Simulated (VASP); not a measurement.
# Ru (Cmce) in VASP: notebook

The runs below take Ru through single point, relaxation of cell and atoms, with PBEsol.

Everything below comes from runs of VASP 6.6.1. Logs are shortened: lines on timing, memory, paths and dates and some standing lists are left out, and cuts for length are marked.

## (1) The cell of the first run

It takes space group Cmce (No. 64, orthorhombic). The conventional cell has a = 5.035 Å, b = 3.328 Å, c = 6.788 Å, α = 90.00°, β = 90.00°, γ = 90.00°. Within 2.5 Å of Ru (site symmetry m) lie 3 Ru at 1.88 to 2.46 Å.

## (2) Single point, PBEsol

File INCAR:

```
SYSTEM = Ru
PREC     = Accurate       ! precision mode
ENCUT    = 520            ! plane-wave cutoff, eV
EDIFF    = 1E-6           ! SCF threshold, eV
ISMEAR   = 0              ! smearing method
SIGMA    = 0.1            ! smearing width, eV
LREAL    = .False.        ! projectors in reciprocal space
LASPH    = .True.         ! aspherical terms in the spheres
NELM     = 60             ! most SCF steps
ALGO     = Fast           ! electronic algorithm
ISIF     = 2              ! what is computed and relaxed
LWAVE    = .False.        ! write WAVECAR
LCHARG   = .False.        ! write CHGCAR
GGA      = PS             ! functional
NBANDS   = 36             ! bands
```

File KPOINTS:

```
regular mesh
0
Gamma
  6 6 4
  0 0 0
```

File POSCAR:

```
Ru
1.0
    2.5175805745     -1.6639281674      0.0000000000
    2.5175805745      1.6639281674      0.0000000000
    0.0000000000      0.0000000000      6.7875776757
Ru
4
Direct
    0.8500000000      0.1500000000      0.1170000000
    0.6500000000      0.3500000000      0.6170000000
    0.1500000000      0.8500000000      0.8830000000
    0.3500000000      0.6500000000      0.3830000000
```

Potentials or basis: VASP PAW PBE potentials, release 64 (Ru_pv).

Launch:

```
$ cat potpaw_PBE.64/Ru_pv/POTCAR > POTCAR
$ mpirun -np 1 vasp_std > vasp.out
```

OUTCAR:

```text
SYSTEM = Ru
   PREC = Accurate
   ENCUT = 520
   EDIFF = 1E-6
   ISMEAR = 0
   LREAL = .False.
   LASPH = .True.
   NELM = 60
   ISIF = 2
   GGA = PS

 ion  position               nearest neighbor table
   1  0.850  0.150  0.117-   3 1.88   4 2.46   4 2.46   3 2.82   3 3.05   3 3.05   4 3.10   4 3.10

   2  0.650  0.350  0.617-   4 1.88   3 2.46   3 2.46   4 2.82   4 3.05   4 3.05   3 3.10   3 3.10

   3  0.150  0.850  0.883-   1 1.88   2 2.46   2 2.46   1 2.82   1 3.05   1 3.05   2 3.10   2 3.10

   4  0.350  0.650  0.383-   2 1.88   1 2.46   1 2.46   2 2.82   2 3.05   2 3.05   1 3.10   1 3.10

  LATTYP: Found a base centered orthorhombic cell.
 ALAT       =     3.3278563348
 B/A-ratio  =     1.5130344109
 C/A-ratio  =     2.0396246090

  Lattice vectors:

 A1 = (  -2.5175805745,  -1.6639281674,   0.0000000000)
 A2 = (   2.5175805745,  -1.6639281674,   0.0000000000)
 A3 = (   0.0000000000,   0.0000000000,   6.7875776757)

Analysis of symmetry for initial positions (statically):
=====================================================================
 Subroutine PRICEL returns:
 Original cell was already a primitive cell.

 Routine SETGRP: Setting up the symmetry group for a
 base centered orthorhombic supercell.

 Subroutine GETGRP returns: Found  8 space group operations
 (whereof  4 operations were pure point group operations)
 out of a pool of  8 trial point group operations.

The static configuration has the point symmetry C_2h.
 The point group associated with its full space group is D_2h.

Analysis of symmetry for dynamics (positions and initial velocities):
=====================================================================
 Subroutine PRICEL returns:
 Original cell was already a primitive cell.

 Routine SETGRP: Setting up the symmetry group for a
 base centered orthorhombic supercell.

 Subroutine GETGRP returns: Found  8 space group operations
 (whereof  4 operations were pure point group operations)
 out of a pool of  8 trial point group operations.

The dynamic configuration has the point symmetry C_2h.
 The point group associated with its full space group is D_2h.

 Subroutine INISYM returns: Found  8 space group operations
 (whereof  4 operations are pure point group operations),
 and found     1 'primitive' translations

----------------------------------------------------------------------------------------

                                     Primitive cell

  volume of cell :      56.8673

  direct lattice vectors                    reciprocal lattice vectors
     2.517580575 -1.663928167  0.000000000     0.198603375 -0.300493741  0.000000000
     2.517580575  1.663928167  0.000000000     0.198603375  0.300493741  0.000000000
     0.000000000  0.000000000  6.787577676     0.000000000  0.000000000  0.147327964

  length of vectors
     3.017758919  3.017758919  6.787577676     0.360194099  0.360194099  0.147327964

  position of ions in fractional coordinates (direct lattice)
     0.850000000  0.150000000  0.117000000
     0.650000000  0.350000000  0.617000000
     0.150000000  0.850000000  0.883000000
     0.350000000  0.650000000  0.383000000

  ion indices of the primitive-cell ions
   primitive index   ion index
                 1           1
                 2           2
                 3           3
                 4           4

----------------------------------------------------------------------------------------

 KPOINTS: regular mesh

Automatic generation of k-mesh.
 Grid dimensions read from file:
 generate k-points for:    6    6    4

 Generating k-lattice:

  Cartesian coordinates                     Fractional coordinates (reciprocal lattice)
     0.033100563 -0.050082290  0.000000000     0.166666667 -0.000000000  0.000000000
     0.033100563  0.050082290  0.000000000    -0.000000000  0.166666667  0.000000000
     0.000000000  0.000000000  0.036831991     0.000000000  0.000000000  0.250000000

  Length of vectors
     0.060032350  0.060032350  0.036831991

  Shift w.r.t. Gamma in fractional coordinates (k-lattice)
     0.000000000  0.000000000  0.000000000

 Subroutine IBZKPT returns following result:
 ===========================================

 Found     39 irreducible k-points:

 Following reciprocal coordinates:
            Coordinates               Weight
  0.000000  0.000000  0.000000      1.000000
  0.166667  0.000000  0.000000      4.000000
  0.333333 -0.000000  0.000000      4.000000
  0.500000 -0.000000  0.000000      2.000000
  0.166667  0.166667  0.000000      2.000000
  0.333333  0.166667  0.000000      4.000000
[... 16 lines left out ...]
  0.333333  0.333333  0.250000      4.000000
  0.500000  0.333333  0.250000      8.000000
 [... further k-points ...]
   k-points           NKPTS =     39   k-points in BZ     NKDIM =     39   number of bands    NBANDS=     36
   number of dos      NEDOS =    301   number of ions     NIONS =      4
   total plane-waves  NPLWV =  28800
   dimension x,y,z NGX =    24 NGY =   24 NGZ =   50
   dimension x,y,z NGXF=    48 NGYF=   48 NGZF=  100
   ions per type =               4
   NGX,Y,Z   is equivalent  to a cutoff of  13.22, 13.22, 12.25 a.u.
   NGXF,Y,Z  is equivalent  to a cutoff of  26.44, 26.44, 24.49 a.u.
 SYSTEM =  Ru
   PREC   = accura    normal or accurate (medium, high low for compatibility)
   ISTART =      0    job   : 0-new  1-cont  2-samecut
   ICHARG =      2    charge: 1-file 2-atom 10-const
   ISPIN  =      1    spin polarized calculation?
   LNONCOLLINEAR =      F non collinear calculations
   LSORBIT =      F    spin-orbit coupling
   LASPH  =      T    aspherical Exc in radial PAW
   ENCUT  =  520.0 eV  38.22 Ry    6.18 a.u.   5.61  5.61 12.62*2*pi/ulx,y,z
   NELM   =     60;   NELMIN=  2; NELMDL= -5     # of ELM steps
   EDIFF  = 0.1E-05   stopping-criterion for ELM
   LREAL  =      F    real-space projection
   EDIFFG = 0.1E-04   stopping-criterion for IOM
   NSW    =      0    number of steps for IOM
   IBRION =     -1    ionic relax: 0-MD 1-quasi-New 2-CG
   NFREE  =      0    steps in history (QN), initial steepest desc. (CG)
   ISIF   =      2    stress and relaxation
   ISYM   =      2    0-nonsym 1-usesym 2-fastsym
   POTIM  = 0.5000    time-step for ionic-motion
   TEBEG  =    0.0;   TEEND  =   0.0 temperature during run
   PSTRESS=    0.0 pullay stress
   NELECT =      56.0000    total number of electrons
   NUPDOWN=      -1.0000    fix difference up-down
   EMIN   =  10.00;   EMAX   =-10.00  energy-range for DOS
   EFERMI =   0.00;   METHOD = LEGACY
   ISMEAR =     0;   SIGMA  =   0.10  broadening in eV -4-tet -1-fermi 0-gaus
   EFERMI_NEDOS =   21; number of points for ismear=-14 and -15
   IALGO  =     68    algorithm
   IMIX   =      4    mixing-type and parameters
     AMIX     =   0.40;   BMIX     =  1.00
     AMIX_MAG =   1.60;   BMIX_MAG =  1.00
  volume/ion in A,a.u.               =      14.22        95.94
  Fermi-wavevector in a.u.,A,eV,Ry     =   1.628733  3.077859 36.093147  2.652771
  Thomas-Fermi vector in A             =   2.721315
   LORBIT       =      0    0 simple, 1 ext, 2 COOP (PROOUT), +10 PAW based schemes
   GGA     = PS    functional components
   LHFCALC =     F    Hartree Fock is set to
   AEXX    =    0.0000 exact exchange contribution
   IVDW    =     0    specifies the selected vdW correction
   LEPSILON=     F    determine dielectric tensor
   LRPA    =     F    only Hartree local field effects (RPA)
 non-spin polarized calculation
 RMM-DIIS sequential band-by-band and
 Gauss-broadening in eV      SIGMA  =   0.10
  energy-cutoff  :      520.00
  volume of cell :       56.87
 maximum number of plane-waves:      1547
 NGX is ok and might be reduce to    24
   NGX = 11   NGY = 11   NGZ = 25

 number of electron      55.9999998 magnetization

 Free energy of the ion-electron system (eV)
  ---------------------------------------------------
  ext. energy  EPLUGINS =         0.00000000
  ---------------------------------------------------
  free energy    TOTEN  =       -31.30289167 eV

  energy without entropy =      -31.28069890  energy(sigma->0) =      -31.29179529

 E-fermi :  12.3788     XC(G=0): -13.7936

 val. band max:       12.3700988830   @ k =   0.1667   0.1667   0.0000
 cond. band min:      12.3798349573   @ k =   0.5000   0.5000   0.0000
 fundamental gap:      0.0097360743
 Fermi energy:        12.3788457001

 k-point     1 :       0.0000    0.0000    0.0000
  band No.  band energies     occupation
      1     -34.4706      2.00000
      2     -34.1735      2.00000
      3     -31.0632      2.00000
      4     -31.0054      2.00000
      5     -30.9503      2.00000
      6     -30.9449      2.00000
[... 28 lines left out ...]
     35      17.1977      0.00000
     36      18.7090      0.00000

 k-point     2 :       0.1667    0.0000    0.0000
  band No.  band energies     occupation
      1     -34.4589      2.00000
      2     -34.2052      2.00000
      3     -31.1222      2.00000
      4     -31.0543      2.00000
      5     -30.9964      2.00000
      6     -30.9796      2.00000
[... 28 lines left out ...]
     35      15.9754      0.00000
     36      20.7583      0.00000

 k-point     3 :       0.3333   -0.0000    0.0000
  band No.  band energies     occupation
      1     -34.4245      2.00000
      2     -34.2823      2.00000
      3     -31.2203      2.00000
      4     -31.1791      2.00000
      5     -31.0276      2.00000
      6     -31.0247      2.00000
[... 28 lines left out ...]
     35      16.0792      0.00000
     36      18.9553      0.00000
[... 742 lines left out ...]
 k-point    23 :       0.3333    0.3333    0.2500
  band No.  band energies     occupation
      1     -34.4129      2.00000
      2     -34.2358      2.00000
      3     -31.2909      2.00000
      4     -31.1721      2.00000
      5     -31.0942      2.00000
      6     -30.9688      2.00000
[... 28 lines left out ...]
     35      17.3620      0.00000
     36      21.1766      0.00000

 k-point    24 :       0.5000    0.3333    0.2500
  band No.  band energies     occupation
      1     -34.4054      2.00000
      2     -34.2607      2.00000
      3     -31.3321      2.00000
      4     -31.2187      2.00000
      5     -31.1475      2.00000
      6     -31.0291      2.00000
[... 28 lines left out ...]
     35      18.8194      0.00000
     36      19.2284      0.00000

 [... further k-points ...]

------------------------ aborting loop because EDIFF is reached ----------------------------------------

  FORCE on cell =-STRESS in cart. coord.  units (eV):
  Direction    XX          YY          ZZ          XY          YZ          ZX
  --------------------------------------------------------------------------------------
  -------------------------------------------------------------------------------------
  Total       -5.5331728     21.4329697     47.9248581      0.0000000      0.0000000      0.0000000
  in kB     -155.8913645    603.8515296   1350.2328119      0.0000000      0.0000000      0.0000000
  external PRESSURE =     599.3976590 kB  Pullay stress =       0.0000000 kB

 VOLUME and BASIS-vectors are now :
 -----------------------------------------------------------------------------
  energy-cutoff  :      520.00
  volume of cell :       56.87
      direct lattice vectors                 reciprocal lattice vectors
     2.517580575 -1.663928167  0.000000000     0.198603375 -0.300493741  0.000000000
     2.517580575  1.663928167  0.000000000     0.198603375  0.300493741  0.000000000
     0.000000000  0.000000000  6.787577676     0.000000000  0.000000000  0.147327964

 POSITION                                       TOTAL-FORCE (eV/Angst)
 -----------------------------------------------------------------------------------
      2.51758     -1.16475      0.79415         0.000000      7.767934     11.252557
      2.51758     -0.49918      4.18794         0.000000     -7.767934     11.252557
      2.51758      1.16475      5.99343         0.000000     -7.767934    -11.252557
      2.51758      0.49918      2.59964         0.000000      7.767934    -11.252557
 -----------------------------------------------------------------------------------
    total drift:                               -0.000000      0.000000     -0.000000

  FREE ENERGIE OF THE ION-ELECTRON SYSTEM (eV)
  ---------------------------------------------------
  free  energy   TOTEN  =       -31.3028916732 eV

  energy  without entropy=      -31.2806988974  energy(sigma->0) =      -31.29179529
```

It took 62 s on 1 thread of AMD EPYC 9R45 (Zen 5), shared host; peak memory 0.17 GiB.

What came out:

```yaml
Free_energy: -31.3029 eV
Pressure: 59.9 GPa
Largest_force: 13.673 eV/Å
Band_gap_on_the_k_mesh: zero (bands 28 and 29 overlap by 1.68 eV)
```

Forces on the atoms (eV/Å):
```
Ru    0.000   7.768  11.253
Ru    0.000  -7.768  11.253
Ru    0.000  -7.768 -11.253
Ru    0.000   7.768 -11.253
```

Stress tensor (GPa, compression positive):
```
-15.59   0.00   0.00
  0.00  60.39   0.00
  0.00   0.00 135.02
```

Caveat: the k points lie up to 0.38 Å⁻¹ apart, too coarse for converged energies and pressures of a metal; atoms lie so close that the PAW spheres overlap strongly, which falsifies energies and pressures; the PAW data sets were made with another functional, which shifts forces and pressure a little.

(Part 1 of 2 ends here.)

The gap in the log of VASP goes by the Fermi energy; the results here count the filled bands.